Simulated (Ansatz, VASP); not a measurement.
**Two plane-wave programs on W**

Contents of POSCAR:

```
W
1.0
    0.0000000000      2.0300000000      2.0300000000
    2.0300000000      0.0000000000      2.0300000000
    2.0300000000      2.0300000000      0.0000000000
W
1
Direct
    0.0000000000      0.0000000000      0.0000000000
```

Contents of INCAR.step1:

```
SYSTEM = W
PREC     = Accurate       ! precision mode
ENCUT    = 520            ! plane-wave cutoff, eV
ISMEAR   = -1             ! smearing method
SIGMA    = 0.1            ! smearing width, eV
LREAL    = .False.        ! projectors in reciprocal space
LASPH    = .True.         ! aspherical terms in the spheres
NELM     = 80             ! most SCF steps
NBANDS   = 13             ! bands
GGA      = PE             ! functional
ALGO     = Normal         ! electronic algorithm
EDIFF    = 1E-4           ! SCF threshold, eV
LWAVE    = .True.         ! write WAVECAR
LCHARG   = .False.        ! write CHGCAR
```

File INCAR.step2:

```
SYSTEM = W
PREC     = Accurate       ! precision mode
ENCUT    = 520            ! plane-wave cutoff, eV
EDIFF    = 1E-6           ! SCF threshold, eV
ISMEAR   = -1             ! smearing method
SIGMA    = 0.1            ! smearing width, eV
LREAL    = .False.        ! projectors in reciprocal space
LASPH    = .True.         ! aspherical terms in the spheres
NELM     = 80             ! most SCF steps
ALGO     = Normal         ! electronic algorithm
ISIF     = 2              ! what is computed and relaxed
LWAVE    = .False.        ! write WAVECAR
LCHARG   = .False.        ! write CHGCAR
METAGGA  = R2SCAN         ! meta-GGA
LMIXTAU  = .True.       
NBANDS   = 13             ! bands
ISTART   = 1
```

The input KPOINTS:

```
Automatic mesh
0
Gamma
  12 12 12
  0 0 0
```

Input for Ansatz:

```yaml
crystal:
  lattice:
    - [0.0, 2.03, 2.03]
    - [2.03, 0.0, 2.03]
    - [2.03, 2.03, 0.0]
  atoms:
    - { symbol: W, position: [0.0, 0.0, 0.0] }
basis:
  ecutwfc: 600.0
kpoints:
  mp_grid:
    grid: [12, 12, 12]
hamiltonian:
  xc: r2scan
scf:
  occupations:
    method: fermi_dirac
    width: 0.1
output:
  stress: true
```

Alike in both runs: task single point; functional r2SCAN; k mesh 12 × 12 × 12; occupations fermi-dirac, width 0.1 eV; no spin polarisation.

```csv
,VASP,Ansatz
version,VASP 6.6.1,Ansatz 0.2.0
potentials or method,"VASP PAW PBE potentials, release 64 (W_sv), cutoff 520 eV","plane waves, PAW"
valence electrons in the cell,14,14
```

Ansatz gave:

| Quantity | Value |
| --- | --- |
| pressure (GPa) | -9.1 |

Question: What did VASP give for the same quantities?

Answer: Pressure (GPa): -8.1.

VASP's potentials were made for PBE, not for r2SCAN.

Neither program's run includes spin-orbit coupling.
